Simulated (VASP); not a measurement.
# HfGe (Pm-3m) in VASP: a series of runs, part 2 of 2

VASP 6.6.1. Earlier steps stand in the parts before.

**3. Single point, PBEsol (18.35 Å³/atom)**

This run uses another cell than the first one, of 18.35 Å³/atom.

INCAR

```
SYSTEM = HfGe
  PREC = Accurate
  ENCUT = 500
  EDIFF = 1E-6
  ISMEAR = -1
  SIGMA = 0.15
  LREAL = .FALSE.
  LASPH = .TRUE.
  NELM = 120
  ALGO = Normal
  ISIF = 2
  LWAVE = .FALSE.
  LCHARG = .FALSE.
  GGA = PS
  NBANDS = 19
  GGA_COMPAT = .FALSE.
```

KPOINTS

```
Automatic mesh
0
G
  12 12 12
  0 0 0
```

POSCAR

```
HfGe
1.0
    3.3234000000      0.0000000000      0.0000000000
    0.0000000000      3.3234000000      0.0000000000
    0.0000000000      0.0000000000      3.3234000000
Hf Ge
1 1
Direct
    0.0000000000      0.0000000000      0.0000000000
    0.5000000000      0.5000000000      0.5000000000
```

Potentials or basis: VASP PAW PBE potentials, release 64 (Hf_pv, Ge_d).

The run is started by

```bash
> cat potpaw_PBE.64/Hf_pv/POTCAR potpaw_PBE.64/Ge_d/POTCAR > POTCAR
> mpirun -np 1 vasp_std > vasp.out
```

OUTCAR:

```text
SYSTEM = HfGe
   PREC = Accurate
   ENCUT = 500
   EDIFF = 1E-6
   ISMEAR = -1
   LREAL = .FALSE.
   LASPH = .TRUE.
   NELM = 120
   ISIF = 2
   GGA = PS

 ion  position               nearest neighbor table
   1  0.000  0.000  0.000-   2 2.88   2 2.88   2 2.88   2 2.88   2 2.88   2 2.88   2 2.88   2 2.88

   2  0.500  0.500  0.500-   1 2.88   1 2.88   1 2.88   1 2.88   1 2.88   1 2.88   1 2.88   1 2.88

  LATTYP: Found a simple cubic cell.
 ALAT       =     3.3234000000

  Lattice vectors:

 A1 = (   3.3234000000,   0.0000000000,   0.0000000000)
 A2 = (   0.0000000000,   3.3234000000,   0.0000000000)
 A3 = (   0.0000000000,   0.0000000000,   3.3234000000)

Analysis of symmetry for initial positions (statically):
=====================================================================
 Subroutine PRICEL returns:
 Original cell was already a primitive cell.

 Routine SETGRP: Setting up the symmetry group for a
 simple cubic supercell.

 Subroutine GETGRP returns: Found 48 space group operations
 (whereof 48 operations were pure point group operations)
 out of a pool of 48 trial point group operations.

The static configuration has the point symmetry O_h .

Analysis of symmetry for dynamics (positions and initial velocities):
=====================================================================
 Subroutine PRICEL returns:
 Original cell was already a primitive cell.

 Routine SETGRP: Setting up the symmetry group for a
 simple cubic supercell.

 Subroutine GETGRP returns: Found 48 space group operations
 (whereof 48 operations were pure point group operations)
 out of a pool of 48 trial point group operations.

The dynamic configuration has the point symmetry O_h .

 Subroutine INISYM returns: Found 48 space group operations
 (whereof 48 operations are pure point group operations),
 and found     1 'primitive' translations

----------------------------------------------------------------------------------------

                                     Primitive cell

  volume of cell :      36.7069

  direct lattice vectors                    reciprocal lattice vectors
     3.323400000  0.000000000  0.000000000     0.300896672  0.000000000  0.000000000
     0.000000000  3.323400000  0.000000000     0.000000000  0.300896672  0.000000000
     0.000000000  0.000000000  3.323400000     0.000000000  0.000000000  0.300896672

  length of vectors
     3.323400000  3.323400000  3.323400000     0.300896672  0.300896672  0.300896672

  position of ions in fractional coordinates (direct lattice)
     0.000000000  0.000000000  0.000000000
     0.500000000  0.500000000  0.500000000

  ion indices of the primitive-cell ions
   primitive index   ion index
                 1           1
                 2           2

----------------------------------------------------------------------------------------

 KPOINTS: Automatic mesh

Automatic generation of k-mesh.
 Grid dimensions read from file:
 generate k-points for:   12   12   12

 Generating k-lattice:

  Cartesian coordinates                     Fractional coordinates (reciprocal lattice)
     0.025074723  0.000000000  0.000000000     0.083333333  0.000000000  0.000000000
     0.000000000  0.025074723  0.000000000     0.000000000  0.083333333  0.000000000
     0.000000000  0.000000000  0.025074723     0.000000000  0.000000000  0.083333333

  Length of vectors
     0.025074723  0.025074723  0.025074723

  Shift w.r.t. Gamma in fractional coordinates (k-lattice)
     0.000000000  0.000000000  0.000000000

 Subroutine IBZKPT returns following result:
 ===========================================

 Found     84 irreducible k-points:

 Following reciprocal coordinates:
            Coordinates               Weight
  0.000000  0.000000  0.000000      1.000000
  0.083333  0.000000  0.000000      6.000000
  0.166667  0.000000  0.000000      6.000000
  0.250000  0.000000  0.000000      6.000000
  0.333333  0.000000  0.000000      6.000000
  0.416667  0.000000  0.000000      6.000000
[... 16 lines left out ...]
  0.333333  0.333333  0.000000     12.000000
  0.416667  0.333333  0.000000     24.000000
 [... further k-points ...]
   k-points           NKPTS =     84   k-points in BZ     NKDIM =     84   number of bands    NBANDS=     19
   number of dos      NEDOS =    301   number of ions     NIONS =      2
   total plane-waves  NPLWV =  13824
   dimension x,y,z NGX =    24 NGY =   24 NGZ =   24
   dimension x,y,z NGXF=    48 NGYF=   48 NGZF=   48
   ions per type =               1   1
   NGX,Y,Z   is equivalent  to a cutoff of  12.01, 12.01, 12.01 a.u.
   NGXF,Y,Z  is equivalent  to a cutoff of  24.01, 24.01, 24.01 a.u.
 SYSTEM =  HfGe
   PREC   = accura    normal or accurate (medium, high low for compatibility)
   ISTART =      0    job   : 0-new  1-cont  2-samecut
   ICHARG =      2    charge: 1-file 2-atom 10-const
   ISPIN  =      1    spin polarized calculation?
   LNONCOLLINEAR =      F non collinear calculations
   LSORBIT =      F    spin-orbit coupling
   LASPH  =      T    aspherical Exc in radial PAW
   ENCUT  =  500.0 eV  36.75 Ry    6.06 a.u.   6.06  6.06  6.06*2*pi/ulx,y,z
   NELM   =    120;   NELMIN=  2; NELMDL= -5     # of ELM steps
   EDIFF  = 0.1E-05   stopping-criterion for ELM
   LREAL  =      F    real-space projection
[... 7 lines left out ...]
   TEBEG  =    0.0;   TEEND  =   0.0 temperature during run
   PSTRESS=    0.0 pullay stress
   NELECT =      24.0000    total number of electrons
   NUPDOWN=      -1.0000    fix difference up-down
   EMIN   =  10.00;   EMAX   =-10.00  energy-range for DOS
   EFERMI =   0.00;   METHOD = LEGACY
   ISMEAR =    -1;   SIGMA  =   0.15  broadening in eV -4-tet -1-fermi 0-gaus
   EFERMI_NEDOS =   21; number of points for ismear=-14 and -15
   IALGO  =     38    algorithm
   IMIX   =      4    mixing-type and parameters
     AMIX     =   0.40;   BMIX     =  1.00
     AMIX_MAG =   1.60;   BMIX_MAG =  1.00
  volume/ion in A,a.u.               =      18.35       123.86
  Fermi-wavevector in a.u.,A,eV,Ry     =   1.420897  2.685106 27.469463  2.018949
  Thomas-Fermi vector in A             =   2.541764
   LORBIT       =      0    0 simple, 1 ext, 2 COOP (PROOUT), +10 PAW based schemes
   GGA     = PS    functional components
   LHFCALC =     F    Hartree Fock is set to
   AEXX    =    0.0000 exact exchange contribution
   IVDW    =     0    specifies the selected vdW correction
   LEPSILON=     F    determine dielectric tensor
   LRPA    =     F    only Hartree local field effects (RPA)
 non-spin polarized calculation
  energy-cutoff  :      500.00
  volume of cell :       36.71
 maximum number of plane-waves:       952
   NGX = 13   NGY = 13   NGZ = 13

 number of electron      24.0000037 magnetization

 Free energy of the ion-electron system (eV)
  ---------------------------------------------------
  ext. energy  EPLUGINS =         0.00000000
  ---------------------------------------------------
  free energy    TOTEN  =       -16.20669658 eV

  energy without entropy =      -16.04234579  energy(sigma->0) =      -16.12452118

 E-fermi :   6.5852     XC(G=0): -11.9865

 val. band max:        6.5832465139   @ k =   0.3333   0.2500   0.0000
 cond. band min:       6.6093523682   @ k =   0.4167   0.1667   0.1667
 fundamental gap:      0.0261058544
 Fermi energy:         6.5852069540

 k-point     1 :       0.0000    0.0000    0.0000
  band No.  band energies     occupation
      1     -23.9601      2.00000
      2     -23.9601      2.00000
      3     -23.9601      2.00000
      4     -17.5164      2.00000
      5     -17.5164      2.00000
      6     -17.4978      2.00000
[... 11 lines left out ...]
     18      12.0112      0.00000
     19      18.2143      0.00000

 k-point     2 :       0.0833    0.0000    0.0000
  band No.  band energies     occupation
      1     -23.9810      2.00000
      2     -23.9585      2.00000
      3     -23.9585      2.00000
      4     -17.5162      2.00000
      5     -17.5137      2.00000
      6     -17.4980      2.00000
[... 476 lines left out ...]
 k-point    24 :       0.4167    0.3333    0.0000
  band No.  band energies     occupation
      1     -24.2088      2.00000
      2     -24.1496      2.00000
      3     -23.9157      2.00000
      4     -17.5179      2.00000
      5     -17.5079      2.00000
      6     -17.5050      2.00000
[... 11 lines left out ...]
     18      12.8520      0.00000
     19      16.7034      0.00000

 [... further k-points ...]

------------------------ aborting loop because EDIFF is reached ----------------------------------------

  FORCE on cell =-STRESS in cart. coord.  units (eV):
  Direction    XX          YY          ZZ          XY          YZ          ZX
  --------------------------------------------------------------------------------------
  -------------------------------------------------------------------------------------
  Total       -0.4205054     -0.4205054     -0.4205054     -0.0000000     -0.0000000      0.0000000
  in kB      -18.3541499    -18.3541499    -18.3541499     -0.0000000     -0.0000000      0.0000000
  external PRESSURE =     -18.3541499 kB  Pullay stress =       0.0000000 kB

 VOLUME and BASIS-vectors are now :
 -----------------------------------------------------------------------------
  energy-cutoff  :      500.00
  volume of cell :       36.71
      direct lattice vectors                 reciprocal lattice vectors
     3.323400000  0.000000000  0.000000000     0.300896672  0.000000000  0.000000000
     0.000000000  3.323400000  0.000000000     0.000000000  0.300896672  0.000000000
     0.000000000  0.000000000  3.323400000     0.000000000  0.000000000  0.300896672

 POSITION                                       TOTAL-FORCE (eV/Angst)
 -----------------------------------------------------------------------------------
      0.00000      0.00000      0.00000         0.000000      0.000000      0.000000
      1.66170      1.66170      1.66170         0.000000      0.000000      0.000000
 -----------------------------------------------------------------------------------
    total drift:                                0.000000      0.000000     -0.000000

  FREE ENERGIE OF THE ION-ELECTRON SYSTEM (eV)
  ---------------------------------------------------
  free  energy   TOTEN  =       -16.2066965805 eV

  energy  without entropy=      -16.0423457854  energy(sigma->0) =      -16.12452118
```

Run time: 56 s. Hardware: 1 thread of AMD EPYC 7R43 (Zen 3), shared host; peak memory 0.14 GiB.

Results:

| Quantity | Value |
| --- | --- |
| Free energy | -16.2067 eV |
| Pressure | -1.8 GPa |
| Band gap on the k mesh | zero (bands 12 and 13 overlap by 2.44 eV) |

Caveat: the PAW data sets were made with another functional, which shifts forces and pressure a little; spin-orbit coupling is left out, which moves the levels of the heavy elements.
